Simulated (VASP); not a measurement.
# Co: relaxation of cell and atoms with BLYP

Co:

```
Co
1.0
     2.28685    0.00000    0.00000
     0.00000    2.28685    0.00000
     0.00000    0.00000    2.28685
Co
1
Direct
  0.00000 0.00000 0.00000
```

```
Program                : VASP 6.6.1
Task                   : relaxation of cell and atoms
Functional             : BLYP
Potentials or basis    : VASP PAW PBE potentials, release 64 (Co)
Cutoff                 : 600 eV
k mesh                 : 14 × 14 × 14
Occupations            : fermi-dirac, width 0.1 eV
Spin                   : no spin polarisation
Dipole correction      : no
Further INCAR settings : ALGO = Normal; EDIFF = 1e-06; IBRION = 2; EDIFFG = -0.01; NSW = 80; ISIF = 3
```

```
Relaxed volume                         : 12.47 Å³/atom
Relaxed cell                           : a = 2.319 Å, b = 2.319 Å, c = 2.319 Å, α = 90.00°, β = 90.00°, γ = 90.00°
Space group after relaxing (to 0.05 Å) : Pm-3m (No. 221)
Energy gained by relaxing              : 10.8 meV/atom
Ionic steps                            : 3
Pressure after relaxing                : 0.0 GPa
```

Step by step:
```
step  energy change (eV)  largest force (eV/Å)  pressure (GPa)  volume (Å³)
   1              0.0000                0.0000            7.16        11.96
   2             -0.0036                0.0000           -5.06        12.91
   3             -0.0108                0.0000           -0.03        12.47
```

Final structure:
```xyz
1
Lattice="2.3187 0.0000 0.0000 0.0000 2.3187 0.0000 0.0000 0.0000 2.3187" Properties=species:S:1:pos:R:3 pbc="T T T"
Co    0.0000    0.0000    0.0000
```

Levels at points of the mesh, in eV from the Fermi level:
```tsv
k point	band 1	band 2	band 3	band 4	band 5	band 6	band 7	band 8
(0.00, 0.00, 0.00)	-7.77	-3.37	-3.37	0.44	0.44	0.44	19.76	19.76
(0.50, 0.00, 0.00)	-3.68	-2.87	-0.80	-0.80	-0.76	0.55	4.60	24.23
(0.50, 0.50, 0.00)	-4.06	-2.47	-0.54	-0.54	1.30	5.55	5.55	12.12
(0.50, 0.50, 0.50)	-3.01	-3.01	-3.01	1.37	1.37	12.31	12.31	12.31
```

Run time: 29 s on 1 thread of Intel(R) Xeon(R) Platinum 8559C (Emerald Rapids), on a shared host, peak memory 0.13 GiB.

Caveat: the PAW data sets were made with another functional, which shifts forces and pressure a little; the run has no spin polarisation, though such a crystal can be magnetic. Spin polarisation is off, so any magnetic state and its effect on volume and gap are missing.
